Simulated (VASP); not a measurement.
A run of VASP 6.6.1:

The input INCAR:

```
SYSTEM = TiB2
PREC = Accurate ; ENCUT = 520
EDIFF = 1E-6 ; ISMEAR = 0
SIGMA = 0.1 ; LREAL = .FALSE.
LASPH = .TRUE. ; NELM = 80
ALGO = Normal ; ISIF = 2
LWAVE = .FALSE. ; LCHARG = .TRUE.
GGA = PE ; LELF = .TRUE.
LVHAR = .TRUE. ; NBANDS = 16
```

File KPOINTS:

```
Automatic mesh
0
G
  15 15 14
  0 0 0
```

The input POSCAR:

```
TiB2
1.0
    3.1534302765      0.0000000000      0.0000000000
   -1.5767151383      2.7309507285      0.0000000000
    0.0000000000      0.0000000000      3.1460247156
Ti B
1 2
Direct
    0.0000000000      0.0000000000      0.0000000000
    0.3333333333      0.6666666667      0.5000000000
    0.6666666667      0.3333333333      0.5000000000
```

Potentials or basis: VASP PAW PBE potentials, release 64 (Ti_sv, B).

Launch:

```bash
$ cat potpaw_PBE.64/Ti_sv/POTCAR potpaw_PBE.64/B/POTCAR > POTCAR
$ mpirun -np 1 vasp_std > vasp.out
```

Hardware: 1 thread of Intel Xeon 8259CL, on a shared host.

Question: Estimate the wall time of this run.

Answer: Run time: 80 s on 1 thread of Intel Xeon 8259CL, on a shared host, peak memory 0.21 GiB. Counts: scf iterations 14, k points 216.
